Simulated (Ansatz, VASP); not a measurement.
## One calculation of Ni, two programs

INCAR

```
SYSTEM = Ni
  PREC = Accurate
  ENCUT = 520
  EDIFF = 1E-6
  ISMEAR = -1
  SIGMA = 0.1
  LREAL = .FALSE.
  LASPH = .TRUE.
  NELM = 150
  ALGO = Normal
  ISIF = 2
  LWAVE = .FALSE.
  LCHARG = .FALSE.
  ISPIN = 2
  MAGMOM = 2 2
  LORBIT = 11
  LMAXMIX = 4
  GGA = PE
  NBANDS = 21
```

The input KPOINTS:

```
Automatic mesh
0
G
  14 14 7
  0 0 0
```

File POSCAR:

```
Ni
1.0
    0.0000000000      1.8075000000      1.8075000000
    1.8075000000      0.0000000000      1.8075000000
    3.6150000000      3.6150000000      0.0000000000
Ni
2
Direct
    0.0000000000      0.0000000000      0.0000000000
    0.0000000000      0.0000000000      0.5000000000
```

Input for Ansatz:

```yaml
crystal:
  lattice:
    - [0.0, 1.8075, 1.8075]
    - [1.8075, 0.0, 1.8075]
    - [3.615, 3.615, 0.0]
  atoms:
    - { symbol: Ni, position: [0.0, 0.0, 0.0], spin: 2.0 }
    - { symbol: Ni, position: [0.0, 0.0, 0.5], spin: 2.0 }
magnetization:
  spin_polarized: true
hamiltonian:
  xc: pbe
  pseudopotentials: { kind: paw }
basis:
  ecutwfc: 420
kpoints:
  mp_grid: { grid: [14, 14, 7] }
scf:
  occupations: { method: fermi_dirac, width: 0.1 }
output:
  forces: true
  stress: true
```

Alike in both runs: task single point; functional PBE; k mesh 14 × 14 × 7; occupations fermi-dirac, width 0.1 eV; collinear spin.

|  | VASP | Ansatz |
| --- | --- | --- |
| version | VASP 6.6.1 | Ansatz 0.2.0 |
| potentials or method | VASP PAW PBE potentials, release 64 (Ni), cutoff 520 eV | PAW, plane waves, scalar-relativistic |
| valence electrons in the cell | 20 | 36 |

|  | VASP | Ansatz | Ansatz less VASP |
| --- | --- | --- | --- |
| pressure (GPa) | -12.6 | -12.7 | -0.13 |
| net moment per atom (μB) | 0.64 | 0.66 | +0.020 |
| size of the moment on the site where the two differ most (μB) | 0.66 | 0.70 | +0.042 |

Site moments also hang on the region over which each program counts them. VASP's potentials hold 20 valence electrons a cell and Ansatz's 36, so a difference there can come from the potentials and not from the codes.
